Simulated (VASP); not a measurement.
# NiO2 (P-3m1) in VASP: further runs, part 2 of 2

VASP 6.6.1. The steps go on from the part before.

### 3 Single point, LDA (c/a of the conventional cell at fixed volume 1.7203)

INCAR

```
ALGO = Normal ; EDIFF = 1E-6
ENCUT = 520 ; GGA = CA
ISIF = 2 ; ISMEAR = 0
LASPH = T ; LCHARG = F
LREAL = F ; LWAVE = F
NBANDS = 18 ; NELM = 60
PREC = Accurate ; SIGMA = 0.05
```

KPOINTS

```
k-points
0
Gamma
  12 12 6
```

POSCAR

```
NiO2
1.0
    2.6525108924      0.0000000000      0.0000000000
   -1.3262554462      2.2971418167      0.0000000000
    0.0000000000      0.0000000000      4.5631144882
Ni O
1 2
Direct
    0.0000000000      0.0000000000      0.5000000000
    0.6666666667      0.3333333333      0.6948483030
    0.3333333333      0.6666666667      0.3051516970
```

Potentials or basis: VASP PAW LDA potentials, release 64 (Ni, O).

The run is started by

```
$ cat potpaw_LDA.64/Ni/POTCAR potpaw_LDA.64/O/POTCAR > POTCAR
$ mpirun -np 1 vasp_std > vasp.out
```

OUTCAR:

```text
EDIFF = 1E-6
   ENCUT = 520
   GGA = CA
   ISIF = 2
   ISMEAR = 0
   LASPH = T
   LREAL = F
   NELM = 60
   PREC = Accurate

 ion  position               nearest neighbor table
   1  0.000  0.000  0.500-   2 1.77   3 1.77   2 1.77   3 1.77   2 1.77   3 1.77
   2  0.667  0.333  0.695-   1 1.77   1 1.77   1 1.77
   3  0.333  0.667  0.305-   1 1.77   1 1.77   1 1.77

  LATTYP: Found a hexagonal cell.
 ALAT       =     2.6525108924
 C/A-ratio  =     1.7203000000

  Lattice vectors:

 A1 = (   2.6525108924,   0.0000000000,   0.0000000000)
 A2 = (  -1.3262554462,   2.2971418167,   0.0000000000)
 A3 = (   0.0000000000,   0.0000000000,   4.5631144882)

Analysis of symmetry for initial positions (statically):
=====================================================================
 Subroutine PRICEL returns:
 Original cell was already a primitive cell.

 Routine SETGRP: Setting up the symmetry group for a
 hexagonal supercell.

 Subroutine GETGRP returns: Found 12 space group operations
 (whereof 12 operations were pure point group operations)
 out of a pool of 24 trial point group operations.

The static configuration has the point symmetry D_3d.

Analysis of symmetry for dynamics (positions and initial velocities):
=====================================================================
 Subroutine PRICEL returns:
 Original cell was already a primitive cell.

 Routine SETGRP: Setting up the symmetry group for a
 hexagonal supercell.

 Subroutine GETGRP returns: Found 12 space group operations
 (whereof 12 operations were pure point group operations)
 out of a pool of 24 trial point group operations.

The dynamic configuration has the point symmetry D_3d.

 Subroutine INISYM returns: Found 12 space group operations
 (whereof 12 operations are pure point group operations),
 and found     1 'primitive' translations

----------------------------------------------------------------------------------------

                                     Primitive cell

  volume of cell :      27.8039

  direct lattice vectors                    reciprocal lattice vectors
     2.652510892  0.000000000  0.000000000     0.377001279  0.217661790  0.000000000
    -1.326255446  2.297141817  0.000000000     0.000000000  0.435323580  0.000000000
     0.000000000  0.000000000  4.563114488     0.000000000  0.000000000  0.219148567

  length of vectors
     2.652510892  2.652510892  4.563114488     0.435323580  0.435323580  0.219148567

  position of ions in fractional coordinates (direct lattice)
     0.000000000  0.000000000  0.500000000
     0.666666667  0.333333333  0.694848303
     0.333333333  0.666666667  0.305151697

  ion indices of the primitive-cell ions
   primitive index   ion index
                 1           1
                 2           2
                 3           3

----------------------------------------------------------------------------------------

 KPOINTS: k-points

Automatic generation of k-mesh.
 Grid dimensions read from file:
 generate k-points for:   12   12    6

 Generating k-lattice:

  Cartesian coordinates                     Fractional coordinates (reciprocal lattice)
     0.031416773  0.018138483  0.000000000     0.083333333  0.000000000  0.000000000
     0.000000000  0.036276965  0.000000000     0.000000000  0.083333333  0.000000000
     0.000000000  0.000000000  0.036524761     0.000000000  0.000000000  0.166666667

  Length of vectors
     0.036276965  0.036276965  0.036524761

  Shift w.r.t. Gamma in fractional coordinates (k-lattice)
     0.000000000  0.000000000  0.000000000

 Subroutine IBZKPT returns following result:
 ===========================================

 Found    100 irreducible k-points:

 Following reciprocal coordinates:
            Coordinates               Weight
  0.000000  0.000000  0.000000      1.000000
  0.083333 -0.000000  0.000000      6.000000
  0.166667 -0.000000  0.000000      6.000000
  0.250000 -0.000000  0.000000      6.000000
  0.333333  0.000000  0.000000      6.000000
  0.416667 -0.000000  0.000000      6.000000
[... 16 lines left out ...]
  0.166667 -0.000000  0.166667      6.000000
  0.000000  0.166667  0.166667      6.000000
 [... further k-points ...]
   k-points           NKPTS =    100   k-points in BZ     NKDIM =    100   number of bands    NBANDS=     18
   number of dos      NEDOS =    301   number of ions     NIONS =      3
   total plane-waves  NPLWV =  14400
   dimension x,y,z NGX =    20 NGY =   20 NGZ =   36
   dimension x,y,z NGXF=    40 NGYF=   40 NGZF=   72
   ions per type =               1   2
   NGX,Y,Z   is equivalent  to a cutoff of  12.53, 12.53, 13.12 a.u.
   NGXF,Y,Z  is equivalent  to a cutoff of  25.07, 25.07, 26.23 a.u.
 SYSTEM =  unknown system
   PREC   = accura    normal or accurate (medium, high low for compatibility)
   ISTART =      0    job   : 0-new  1-cont  2-samecut
   ICHARG =      2    charge: 1-file 2-atom 10-const
   ISPIN  =      1    spin polarized calculation?
   LNONCOLLINEAR =      F non collinear calculations
   LSORBIT =      F    spin-orbit coupling
   LASPH  =      T    aspherical Exc in radial PAW
   ENCUT  =  520.0 eV  38.22 Ry    6.18 a.u.   4.93  4.93  8.48*2*pi/ulx,y,z
   NELM   =     60;   NELMIN=  2; NELMDL= -5     # of ELM steps
   EDIFF  = 0.1E-05   stopping-criterion for ELM
   LREAL  =      F    real-space projection
   EDIFFG = 0.1E-04   stopping-criterion for IOM
   NSW    =      0    number of steps for IOM
   IBRION =     -1    ionic relax: 0-MD 1-quasi-New 2-CG
   NFREE  =      0    steps in history (QN), initial steepest desc. (CG)
   ISIF   =      2    stress and relaxation
   ISYM   =      2    0-nonsym 1-usesym 2-fastsym
   POTIM  = 0.5000    time-step for ionic-motion
   TEBEG  =    0.0;   TEEND  =   0.0 temperature during run
   PSTRESS=    0.0 pullay stress
   NELECT =      22.0000    total number of electrons
   NUPDOWN=      -1.0000    fix difference up-down
   EMIN   =  10.00;   EMAX   =-10.00  energy-range for DOS
   EFERMI =   0.00;   METHOD = LEGACY
   ISMEAR =     0;   SIGMA  =   0.05  broadening in eV -4-tet -1-fermi 0-gaus
   EFERMI_NEDOS =   21; number of points for ismear=-14 and -15
   IALGO  =     38    algorithm
   IMIX   =      4    mixing-type and parameters
     AMIX     =   0.40;   BMIX     =  1.00
     AMIX_MAG =   1.60;   BMIX_MAG =  1.00
  volume/ion in A,a.u.               =       9.27        62.54
  Fermi-wavevector in a.u.,A,eV,Ry     =   1.514190  2.861404 31.195034  2.292770
  Thomas-Fermi vector in A             =   2.623880
   LORBIT       =      0    0 simple, 1 ext, 2 COOP (PROOUT), +10 PAW based schemes
   GGA     = CA    functional components
   LHFCALC =     F    Hartree Fock is set to
   AEXX    =    0.0000 exact exchange contribution
   IVDW    =     0    specifies the selected vdW correction
   LEPSILON=     F    determine dielectric tensor
   LRPA    =     F    only Hartree local field effects (RPA)
 non-spin polarized calculation
 Gauss-broadening in eV      SIGMA  =   0.05
  energy-cutoff  :      520.00
  volume of cell :       27.80
 maximum number of plane-waves:       771
   NGX =  9   NGY =  9   NGZ = 17

 number of electron      22.0000012 magnetization

 Free energy of the ion-electron system (eV)
  ---------------------------------------------------
  ext. energy  EPLUGINS =         0.00000000
  ---------------------------------------------------
  free energy    TOTEN  =       -19.81315891 eV

  energy without entropy =      -19.81315891  energy(sigma->0) =      -19.81315891

 E-fermi :   4.2204     XC(G=0): -11.9349

 val. band max:        3.9765815672   @ k =   0.0833  -0.0000   0.5000
 cond. band min:       5.0726333702   @ k =   0.2500  -0.0000   0.3333
 fundamental gap:      1.0960518030
 Fermi energy:         4.2203721495

 k-point     1 :       0.0000    0.0000    0.0000
  band No.  band energies     occupation
      1     -17.0291      2.00000
      2     -13.6343      2.00000
      3      -3.0423      2.00000
      4      -2.9760      2.00000
      5      -2.9760      2.00000
      6       1.1951      2.00000
[... 10 lines left out ...]
     17      25.1182      0.00000
     18      25.1182      0.00000
[... 463 lines left out ...]
 k-point    24 :       0.0000    0.1667    0.1667
  band No.  band energies     occupation
      1     -16.5370      2.00000
      2     -13.7477      2.00000
      3      -3.1416      2.00000
      4      -2.6949      2.00000
      5      -2.3927      2.00000
      6      -0.0566      2.00000
[... 10 lines left out ...]
     17      22.6683      0.00000
     18      24.9157      0.00000

 [... further k-points ...]
[... 5 lines left out ...]
  --------------------------------------------------------------------------------------
  -------------------------------------------------------------------------------------
  Total        6.6586264      6.6586264      3.6862347      0.0000000      0.0000000      0.0000000
  in kB      383.6974245    383.6974245    212.4159954      0.0000000      0.0000000      0.0000000
  external PRESSURE =     326.6036148 kB  Pullay stress =       0.0000000 kB

 VOLUME and BASIS-vectors are now :
 -----------------------------------------------------------------------------
  energy-cutoff  :      520.00
  volume of cell :       27.80
      direct lattice vectors                 reciprocal lattice vectors
     2.652510892  0.000000000  0.000000000     0.377001279  0.217661790  0.000000000
    -1.326255446  2.297141817  0.000000000     0.000000000  0.435323580  0.000000000
     0.000000000  0.000000000  4.563114488     0.000000000  0.000000000  0.219148567

 POSITION                                       TOTAL-FORCE (eV/Angst)
 -----------------------------------------------------------------------------------
      0.00000      0.00000      2.28156         0.000000      0.000000      0.000000
      1.32626      0.76571      3.17067         0.000000      0.000000      2.205889
     -0.00000      1.53143      1.39244        -0.000000     -0.000000     -2.205889
 -----------------------------------------------------------------------------------
    total drift:                               -0.000000      0.000000      0.000000

  FREE ENERGIE OF THE ION-ELECTRON SYSTEM (eV)
  ---------------------------------------------------
  free  energy   TOTEN  =       -19.8131589094 eV

  energy  without entropy=      -19.8131589094  energy(sigma->0) =      -19.81315891
```

OSZICAR:

```text
N       E                     dE             d eps       ncg     rms          rms(c)
DAV:   1     0.159802527489E+03    0.15980E+03   -0.11999E+04  3696   0.154E+03
DAV:   2    -0.141096552688E+02   -0.17391E+03   -0.16174E+03  3876   0.331E+02
DAV:   3    -0.272442272437E+02   -0.13135E+02   -0.13005E+02  4220   0.104E+02
DAV:   4    -0.274001852933E+02   -0.15596E+00   -0.15583E+00  4426   0.113E+01
DAV:   5    -0.274023198757E+02   -0.21346E-02   -0.21343E-02  4278   0.132E+00    0.336E+01
DAV:   6    -0.298161182972E+02   -0.24138E+01   -0.45700E+01  4472   0.174E+02    0.444E+01
DAV:   7    -0.198778181253E+02    0.99383E+01   -0.20819E+01  4384   0.126E+02    0.729E+00
DAV:   8    -0.198310912317E+02    0.46727E-01   -0.17604E+00  3816   0.111E+01    0.304E+00
DAV:   9    -0.198151908405E+02    0.15900E-01   -0.41847E-02  4394   0.240E+00    0.836E-01
DAV:  10    -0.198132506757E+02    0.19402E-02   -0.29529E-03  5404   0.178E+00    0.143E-01
DAV:  11    -0.198132065988E+02    0.44077E-04   -0.12270E-03  5208   0.876E-01    0.736E-02
DAV:  12    -0.198131708224E+02    0.35776E-04   -0.26427E-04  4190   0.530E-01    0.387E-02
DAV:  13    -0.198131608490E+02    0.99734E-05   -0.27805E-05  4834   0.112E-01    0.137E-02
DAV:  14    -0.198131588795E+02    0.19696E-05   -0.44549E-06  3952   0.604E-02    0.221E-03
DAV:  15    -0.198131589094E+02   -0.29885E-07   -0.11346E-06  2052   0.106E-02
   1 F= -.19813159E+02 E0= -.19813159E+02  d E =-.100668E-13
```

Run time: 38 s. Hardware: 1 thread of Intel Xeon 6975P-C, shared host; peak memory 0.16 GiB.

What came out:

```yaml
Free_energy: -19.8132 eV
Pressure: 32.7 GPa
Largest_force: 2.206 eV/Å
Band_gap_on_the_k_mesh: 1.10 eV, indirect (least direct gap 1.43 eV)
```

Forces on the atoms (eV/Å):
```
Ni   0.000  0.000  0.000
O    0.000  0.000  2.206
O    0.000  0.000 -2.206
```

Caveat: forces of over 1 eV/Å act on the atoms, so gaps and moduli don't describe the material at rest.
